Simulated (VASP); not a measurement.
**Tc: single point with PBEsol**

Tc:

```
CELL_PARAMETERS angstrom
0.00000 1.91778 1.91778
1.91778 0.00000 1.91778
1.91778 1.91778 0.00000
ATOMIC_POSITIONS crystal
Tc 0.00000 0.00000 0.00000
```

This isn't the form of Tc at room conditions, which is hcp.

```
Program             : VASP 6.6.1
Task                : single point
Functional          : PBEsol
Potentials or basis : VASP PAW PBE potentials, release 64 (Tc_pv)
Cutoff              : 520 eV
k mesh              : 10 × 10 × 10
Occupations         : methfessel-paxton, width 0.1 eV
Spin                : no spin polarisation
```

The pressure is -0.9 GPa. The band gap on the k mesh is zero (an odd number of electrons rules out a gap without spin polarisation).

Levels at points of the mesh, in eV from the Fermi level:
```
           k point  band 5  band 6  band 7  band 8  band 9  band 10
(0.00, 0.00, 0.00)   -1.79   -1.79   -1.79    0.90    0.90    14.08
(0.50, 0.00, 0.00)   -1.97   -1.97    1.33    3.01    3.01    11.10
(0.50, 0.50, 0.00)   -5.42    2.95    3.62    3.62    4.01    13.23
```

It took 8.9 s on 1 thread of Intel Xeon 8259CL, on a shared host, peak memory 0.13 GiB.

Caveat: the PAW data sets were made with another functional, which shifts forces and pressure a little.
